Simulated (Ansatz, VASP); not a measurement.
# One calculation of Sr2W, two programs

```
Sr W
1.0
     8.05893    0.00000    0.00000
     0.00000    8.12743    0.00000
     0.00000    0.00000    3.20768
Sr W
4 2
Direct
  0.27763 0.80637 0.50000
  0.77763 0.69363 0.00000
  0.72237 0.19363 0.50000
  0.22237 0.30637 0.00000
  0.50000 0.50000 0.50000
  0.00000 0.00000 0.00000
```

Alike in both runs: functional PBE; k mesh 2 × 2 × 6; occupations gaussian, width 0.1 eV; no spin polarisation.

Ansatz relaxed the structure, and its values are those at the end. VASP's run is a single point on that final structure, the one shown.

```csv
,VASP,Ansatz
version,VASP 6.6.1,Ansatz 0.2.0
potentials or method,"VASP PAW PBE potentials, release 64 (Sr_sv, W_sv), cutoff 520 eV","scalar-relativistic, plane waves, PAW"
valence electrons in the cell,68,68
```

```tsv
	VASP	Ansatz	Ansatz less VASP
gap on the k mesh at the Fermi level (eV)	none	none	-
pressure (GPa)	0.0	-0.1	-0.13
rms of the force components (eV/Å)	0.005	0.007	+0.0013
```

A gap of «none» marks a metal or a gap that the smearing closes.

The k mesh is coarse, so the values compare programs but aren't converged. Spin-orbit coupling is off throughout.
